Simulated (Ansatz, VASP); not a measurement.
# Two plane-wave programs on Ti

```
Ti
1.0
     3.03850    0.00000    0.00000
    -1.51925    2.63142    0.00000
     0.00000    0.00000    4.54542
Ti
2
Cartesian
  0.0000 1.7543 1.1364
  1.5192 0.8771 3.4091
```

Change from the starting cell: strain +0.030 along x and y, -0.030 along z, atoms carried along.

Alike in both runs: task single point; functional PBE; k mesh 18 × 18 × 10; occupations gaussian, width 0.15 eV; no spin polarisation.

|  | VASP | Ansatz |
| --- | --- | --- |
| version | VASP 6.6.1 | Ansatz 0.2.0 |
| potentials or method | VASP PAW PBE potentials, release 64 (Ti_sv), cutoff 520 eV | scalar-relativistic, plane waves, PAW |
| valence electrons in the cell | 24 | 24 |

Ansatz gave:

```
gap on the k mesh at the Fermi level (eV)                     : none
pressure (GPa)                                                : -4.3
traceless stress, the component that is largest in VASP (GPa) : 3.70
```

Q: Estimate VASP's values.

A: gap on the k mesh at the Fermi level (eV): none; pressure (GPa): -4.7; traceless stress, the component that is largest in VASP (GPa): 3.67.

A gap of «none» marks a metal or a gap that the smearing closes. The functional is the same, so the differences come from potentials, cutoffs and numerics.
